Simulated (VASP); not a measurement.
# MgO (wurtzite type) (P6_3mc) in VASP: relaxation of cell and atoms with PBE

Aim: the relaxation of cell and atoms of MgO (wurtzite type) with PBE.

Program: VASP 6.6.1. These are calculated values, not measurements. Logs are shortened: lines on timing, memory, paths and dates and some standing lists are left out, and cuts for length are marked.

**1. The cell of the first run**

Symmetry: P6_3mc, No. 186, hexagonal system. Conventional cell: a = 2.994 Å, b = 2.994 Å, c = 4.880 Å, α = 90.00°, β = 90.00°, γ = 120.00°. Mg (site symmetry 3m) has 4 O at 1.83 Å within 2.4 Å. Within 2.4 Å of O (site symmetry 3m) lie 4 Mg at 1.83 Å.

**2. Relaxation of cell and atoms, PBE, target pressure 31 GPa, at which the enthalpy is minimised**

INCAR reads:

```
PREC = Accurate
ENCUT = 600
EDIFF = 1E-6
ISMEAR = -1
SIGMA = 0.05
LREAL = False
LASPH = True
NELM = 100
ALGO = Normal
ISIF = 3
LWAVE = False
LCHARG = False
GGA = PE
IBRION = 2
NSW = 60
EDIFFG = -0.005
PSTRESS = 310.0
```

KPOINTS reads:

```
Automatic mesh
0
Gamma
  12 12 7
```

POSCAR reads:

```
MgO
1.0
    2.9937547013      0.0000000000      0.0000000000
   -1.4968773507      2.5926676241      0.0000000000
    0.0000000000      0.0000000000      4.8798201632
Mg O
2 2
Direct
    0.3333333333      0.6666666667      0.0000000000
    0.6666666667      0.3333333333      0.5000000000
    0.3333333333      0.6666666667      0.3760000000
    0.6666666667      0.3333333333      0.8760000000
```

Potentials or basis: VASP PAW PBE potentials, release 64 (Mg, O).

On the command line:

```console
$ cat potpaw_PBE.64/Mg/POTCAR potpaw_PBE.64/O/POTCAR > POTCAR
$ mpirun -np 1 vasp_std > vasp.out
```

OUTCAR:

```text
PREC = Accurate
   ENCUT = 600
   EDIFF = 1E-6
   ISMEAR = -1
   LREAL = False
   LASPH = True
   NELM = 100
   ISIF = 3
   GGA = PE
   IBRION = 2
   NSW = 60
   EDIFFG = -0.005
   PSTRESS = 310.0

 ion  position               nearest neighbor table
   1  0.333  0.667  0.000-   4 1.83   4 1.83   4 1.83   3 1.83   2 2.99   2 2.99   2 2.99   2 2.99
                             2 2.99   2 2.99
   2  0.667  0.333  0.500-   3 1.83   3 1.83   3 1.83   4 1.83   1 2.99   1 2.99   1 2.99   1 2.99
                             1 2.99   1 2.99
   3  0.333  0.667  0.376-   2 1.83   2 1.83   2 1.83   1 1.83
   4  0.667  0.333  0.876-   1 1.83   1 1.83   1 1.83   2 1.83

  LATTYP: Found a hexagonal cell.
 ALAT       =     2.9937547013
 C/A-ratio  =     1.6300000000

  Lattice vectors:

 A1 = (   2.9937547013,   0.0000000000,   0.0000000000)
 A2 = (  -1.4968773507,   2.5926676241,   0.0000000000)
 A3 = (   0.0000000000,   0.0000000000,   4.8798201632)

Analysis of symmetry for initial positions (statically):
=====================================================================
 Subroutine PRICEL returns:
 Original cell was already a primitive cell.

 Routine SETGRP: Setting up the symmetry group for a
 hexagonal supercell.

 Subroutine GETGRP returns: Found 12 space group operations
 (whereof  6 operations were pure point group operations)
 out of a pool of 24 trial point group operations.

The static configuration has the point symmetry C_3v.
 The point group associated with its full space group is C_6v.

Analysis of symmetry for dynamics (positions and initial velocities):
=====================================================================
 Subroutine PRICEL returns:
 Original cell was already a primitive cell.

 Routine SETGRP: Setting up the symmetry group for a
 hexagonal supercell.

 Subroutine GETGRP returns: Found 12 space group operations
 (whereof  6 operations were pure point group operations)
 out of a pool of 24 trial point group operations.

The dynamic configuration has the point symmetry C_3v.
 The point group associated with its full space group is C_6v.

 Subroutine INISYM returns: Found 12 space group operations
 (whereof  6 operations are pure point group operations),
 and found     1 'primitive' translations

----------------------------------------------------------------------------------------

                                     Primitive cell

  volume of cell :      37.8762

  direct lattice vectors                    reciprocal lattice vectors
     2.993754701  0.000000000  0.000000000     0.334028703  0.192851562  0.000000000
    -1.496877351  2.592667624  0.000000000     0.000000000  0.385703123  0.000000000
     0.000000000  0.000000000  4.879820163     0.000000000  0.000000000  0.204925585

  length of vectors
     2.993754701  2.993754701  4.879820163     0.385703123  0.385703123  0.204925585

  position of ions in fractional coordinates (direct lattice)
     0.333333333  0.666666667  0.000000000
     0.666666667  0.333333333  0.500000000
     0.333333333  0.666666667  0.376000000
     0.666666667  0.333333333  0.876000000

  ion indices of the primitive-cell ions
   primitive index   ion index
                 1           1
                 2           2
                 3           3
                 4           4

----------------------------------------------------------------------------------------

 KPOINTS: Automatic mesh

Automatic generation of k-mesh.
 Grid dimensions read from file:
 generate k-points for:   12   12    7

 Generating k-lattice:

  Cartesian coordinates                     Fractional coordinates (reciprocal lattice)
     0.027835725  0.016070963  0.000000000     0.083333333 -0.000000000  0.000000000
     0.000000000  0.032141927  0.000000000     0.000000000  0.083333333  0.000000000
     0.000000000  0.000000000  0.029275084     0.000000000  0.000000000  0.142857143

  Length of vectors
     0.032141927  0.032141927  0.029275084

  Shift w.r.t. Gamma in fractional coordinates (k-lattice)
     0.000000000  0.000000000  0.000000000

 Subroutine IBZKPT returns following result:
 ===========================================

 Found     76 irreducible k-points:

 Following reciprocal coordinates:
            Coordinates               Weight
  0.000000  0.000000  0.000000      1.000000
  0.083333  0.000000  0.000000      6.000000
  0.166667  0.000000  0.000000      6.000000
  0.250000  0.000000  0.000000      6.000000
  0.333333  0.000000  0.000000      6.000000
  0.416667 -0.000000  0.000000      6.000000
[... 16 lines left out ...]
  0.250000  0.000000  0.142857     12.000000
  0.333333  0.000000  0.142857     12.000000
 [... further k-points ...]
   k-points           NKPTS =     76   k-points in BZ     NKDIM =     76   number of bands    NBANDS=     12
   number of dos      NEDOS =    301   number of ions     NIONS =      4
   total plane-waves  NPLWV =  23040
   dimension x,y,z NGX =    24 NGY =   24 NGZ =   40
   dimension x,y,z NGXF=    48 NGYF=   48 NGZF=   80
   ions per type =               2   2
   NGX,Y,Z   is equivalent  to a cutoff of  13.33, 13.33, 13.63 a.u.
   NGXF,Y,Z  is equivalent  to a cutoff of  26.65, 26.65, 27.25 a.u.
 SYSTEM =  unknown system
   PREC   = accura    normal or accurate (medium, high low for compatibility)
   ISTART =      0    job   : 0-new  1-cont  2-samecut
   ICHARG =      2    charge: 1-file 2-atom 10-const
   ISPIN  =      1    spin polarized calculation?
   LNONCOLLINEAR =      F non collinear calculations
   LSORBIT =      F    spin-orbit coupling
   LASPH  =      T    aspherical Exc in radial PAW
   ENCUT  =  600.0 eV  44.10 Ry    6.64 a.u.   5.98  5.98  9.75*2*pi/ulx,y,z
   NELM   =    100;   NELMIN=  2; NELMDL= -5     # of ELM steps
   EDIFF  = 0.1E-05   stopping-criterion for ELM
   LREAL  =      F    real-space projection
   EDIFFG = -.5E-02   stopping-criterion for IOM
   NSW    =     60    number of steps for IOM
   IBRION =      2    ionic relax: 0-MD 1-quasi-New 2-CG
   NFREE  =      1    steps in history (QN), initial steepest desc. (CG)
   ISIF   =      3    stress and relaxation
   ISYM   =      2    0-nonsym 1-usesym 2-fastsym
   POTIM  = 0.5000    time-step for ionic-motion
   TEBEG  =    0.0;   TEEND  =   0.0 temperature during run
   PSTRESS=  310.0 pullay stress
   NELECT =      16.0000    total number of electrons
   NUPDOWN=      -1.0000    fix difference up-down
   EMIN   =  10.00;   EMAX   =-10.00  energy-range for DOS
   EFERMI =   0.00;   METHOD = LEGACY
   ISMEAR =    -1;   SIGMA  =   0.05  broadening in eV -4-tet -1-fermi 0-gaus
   EFERMI_NEDOS =   21; number of points for ismear=-14 and -15
   IALGO  =     38    algorithm
   IMIX   =      4    mixing-type and parameters
     AMIX     =   0.40;   BMIX     =  1.00
     AMIX_MAG =   1.60;   BMIX_MAG =  1.00
  volume/ion in A,a.u.               =       9.47        63.90
  Fermi-wavevector in a.u.,A,eV,Ry     =   1.228361  2.321265 20.529418  1.508870
  Thomas-Fermi vector in A             =   2.363289
   LORBIT       =      0    0 simple, 1 ext, 2 COOP (PROOUT), +10 PAW based schemes
   GGA     = PE    functional components
   LHFCALC =     F    Hartree Fock is set to
   AEXX    =    0.0000 exact exchange contribution
   IVDW    =     0    specifies the selected vdW correction
   LEPSILON=     F    determine dielectric tensor
   LRPA    =     F    only Hartree local field effects (RPA)
 conjugate gradient relaxation of ions
 non-spin polarized calculation
  energy-cutoff  :      600.00
  volume of cell :       37.88
 maximum number of plane-waves:      1287
 NGX is ok and might be reduce to    24
   NGX = 11   NGY = 11   NGZ = 19

--------------------------------------- Ionic step        1  -------------------------------------------

 number of electron      16.0000000 magnetization

 Free energy of the ion-electron system (eV)
  ---------------------------------------------------
  ext. energy  EPLUGINS =         0.00000000
  ---------------------------------------------------
  free energy    TOTEN  =       -22.14652766 eV

  energy without entropy =      -22.14652766  energy(sigma->0) =      -22.14652766

------------------------ aborting loop because EDIFF is reached ----------------------------------------

  FORCE on cell =-STRESS in cart. coord.  units (eV):
  Direction    XX          YY          ZZ          XY          YZ          ZX
  --------------------------------------------------------------------------------------
  -------------------------------------------------------------------------------------
  Total       12.1662296     12.1662296     10.6632387     -0.0000000     -0.0000000      0.0000000
  in kB      514.6354701    514.6354702    451.0584648     -0.0000000     -0.0000000      0.0000000
  external PRESSURE =     183.4431350 kB  Pullay stress =     310.0000000 kB
[... 103 lines left out ...]
  energy  without entropy=      -22.8543477647  energy(sigma->0) =      -22.85434776

  enthalpy is  TOTEN    =       -14.9747554178 eV   P V=        7.8795923469

[... ionic steps 4 to 42 ...]

--------------------------------------- Ionic step       43  -------------------------------------------

 number of electron      16.0000004 magnetization

------------------------ aborting loop because EDIFF is reached ----------------------------------------
[... 75 lines left out ...]
--------------------------------------- Ionic step       45  -------------------------------------------

 number of electron      16.0000004 magnetization

 Free energy of the ion-electron system (eV)
  ---------------------------------------------------
  ext. energy  EPLUGINS =         0.00000000
  ---------------------------------------------------
  free energy    TOTEN  =       -23.07237064 eV

  energy without entropy =      -23.07237064  energy(sigma->0) =      -23.07237064

 E-fermi :   4.0213     XC(G=0): -10.7288

 val. band max:        3.0423599085   @ k =   0.0000   0.0000   0.0000
 cond. band min:       7.2327522418   @ k =   0.0000   0.0000   0.0000
 fundamental gap:      4.1903923333
 Fermi energy:         4.0212977759

 k-point     1 :       0.0000    0.0000    0.0000
  band No.  band energies     occupation
      1     -14.5984      2.00000
      2     -12.8140      2.00000
      3      -1.1752      2.00000
      4       1.0142      2.00000
      5       1.0142      2.00000
      6       2.0117      2.00000
      7       2.0117      2.00000
      8       3.0424      2.00000
      9       7.2328      0.00000
     10      13.7055      0.00000
     11      16.3934      0.00000
     12      16.6568      0.00000
[... 331 lines left out ...]
 k-point    24 :       0.3333    0.0000    0.1429
  band No.  band energies     occupation
      1     -13.9376      2.00000
      2     -12.9958      2.00000
      3      -0.9238      2.00000
      4      -0.0289      2.00000
      5       0.5532      2.00000
      6       0.8012      2.00000
      7       2.2190      2.00000
      8       2.2692      2.00000
      9       9.9730      0.00000
     10      12.9716      0.00000
     11      14.6267      0.00000
     12      16.7013      0.00000

 [... further k-points ...]
[... 5 lines left out ...]
  --------------------------------------------------------------------------------------
  -------------------------------------------------------------------------------------
  Total        7.3798439      7.3798439      7.3624436     -0.0000000     -0.0000000      0.0000000
  in kB      310.0767230    310.0767231    309.3456200     -0.0000001     -0.0000000      0.0000000
  external PRESSURE =      -0.1669780 kB  Pullay stress =     310.0000000 kB
[... 23 lines left out ...]
  energy  without entropy=      -23.0723706426  energy(sigma->0) =      -23.07237064

  enthalpy is  TOTEN    =       -15.6943527400 eV   P V=        7.3780179026

 reached required accuracy - stopping structural energy minimisation
```

It took 15 min on 1 thread of AMD EPYC 7R43 (Zen 3), shared host; peak memory 0.16 GiB.

What came out:

| Item | Value |
| --- | --- |
| Free energy | -23.0724 eV |
| Relaxed volume | 9.53 Å³/atom |
| Relaxed cell | a = 3.315 Å, b = 3.315 Å, c = 4.008 Å, α = 90.00°, β = 90.00°, γ = 120.00° |
| Space group after relaxing (to 0.05 Å) | P6_3/mmc (No. 194) |
| Energy change on relaxing (the enthalpy is what falls) | -231.5 meV/atom |
| Ionic steps | 45 |
| Pressure after relaxing | 31.0 GPa |
| Band gap on the k mesh | 4.19 eV, direct |

Step by step:
```tsv
step	energy change (eV)	largest force (eV/Å)	pressure (GPa)	volume (Å³)
1	0.0000	0.1551	49.34	37.88
3	-0.7078	0.1977	30.28	40.72
5	-0.7060	0.1758	30.61	40.64
7	-0.7626	0.3985	29.27	40.29
9	7.7286	19.9637	133.47	35.75
11	-0.1520	1.9833	42.75	37.81
13	-0.3685	2.8843	37.48	38.28
15	-0.3270	2.7298	38.64	38.16
17	-0.3295	2.6212	38.69	38.16
19	-0.3328	2.4619	38.73	38.15
21	-0.3618	2.3911	38.28	38.18
23	-0.4706	2.1238	36.54	38.27
25	-0.8043	1.2689	30.86	38.63
27	-1.1004	0.3607	24.56	39.24
29	-1.0787	0.2887	25.48	39.06
31	-0.6954	0.0501	38.26	37.07
33	-0.8985	0.1720	31.81	38.01
35	-0.9159	0.0425	31.30	38.08
37	-0.9209	0.0023	31.14	38.11
39	-0.9277	0.0035	30.93	38.14
41	-0.9254	0.0015	31.00	38.13
43	-0.9267	0.0027	30.95	38.14
45	-0.9258	0.0020	30.98	38.13
```

Final structure:
```xyz
4
Lattice="3.3146 0.0000 0.0000 -1.6573 2.8705 0.0000 0.0000 0.0000 4.0078" Properties=species:S:1:pos:R:3 pbc="T T T"
Mg    0.0000    1.9137    3.7594
Mg    1.6573    0.9568    1.7555
O     0.0000    1.9137    1.7553
O     1.6573    0.9568    3.7592
```

Caveat: the cell is relaxed towards a set pressure, so the enthalpy falls and the energy may rise.
